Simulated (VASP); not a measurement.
The system is GePt.

```
CELL_PARAMETERS angstrom
5.57217 0.00000 0.00000
0.00000 3.59408 0.00000
0.00000 0.00000 6.03621
ATOMIC_POSITIONS crystal
Pt 0.99428 0.75000 0.19018
Pt 0.00572 0.25000 0.80982
Pt 0.50572 0.25000 0.69018
Pt 0.49428 0.75000 0.30982
Ge 0.81033 0.75000 0.58743
Ge 0.18967 0.25000 0.41257
Ge 0.68967 0.25000 0.08743
Ge 0.31033 0.75000 0.91257
```

- Program: VASP 6.6.1
- Task: relaxation of cell and atoms
- Functional: PBE
- Potentials or basis: VASP PAW PBE potentials, release 64 (Pt, Ge_d)
- Cutoff: 600 eV
- k mesh: 4 × 6 × 4
- Occupations: gaussian, width 0.1 eV
- Spin: no spin polarisation

At the start: pressure 23.0 GPa; volume 15.11 Å³/atom.

Question: Where does the relaxation end?

Answer: Over 11 steps the energy falls by 116.6 meV/atom and the volume is 16.85 Å³/atom (+11.5 %); space group Pnma (No. 62, to 0.1 Å) before and after.

The path:
```tsv
step	energy change (eV)	largest force (eV/Å)	pressure (GPa)	volume (Å³)
1	0.0000	0.6775	22.98	120.89
2	1.0726	0.4593	-18.04	162.90
3	-0.9049	0.2334	-1.17	135.54
4	-0.9077	0.2259	-0.26	134.80
5	-0.9077	0.2230	0.04	134.51
6	-0.9222	0.1458	0.15	134.44
7	-0.9276	0.0866	0.34	134.36
8	-0.9296	0.0803	-0.46	135.09
9	-0.9296	0.0806	-0.37	135.04
10	-0.9315	0.0640	-0.19	134.93
11	-0.9329	0.0431	0.08	134.77
```

Final structure:
```
Pt Ge
1.0
     5.83993    0.00000    0.00000
     0.00000    3.73851    0.00000
     0.00000    0.00000    6.17296
Pt Ge
4 4
Direct
  0.99977 0.75000 0.19288
  0.00024 0.25000 0.80712
  0.50024 0.25000 0.69288
  0.49976 0.75000 0.30712
  0.81413 0.75000 0.58738
  0.18587 0.25000 0.41262
  0.68587 0.25000 0.08738
  0.31413 0.75000 0.91262
```

Caveat: the relaxation stopped at a loose force limit of 0.05 eV/Å, so its end isn't a converged minimum.
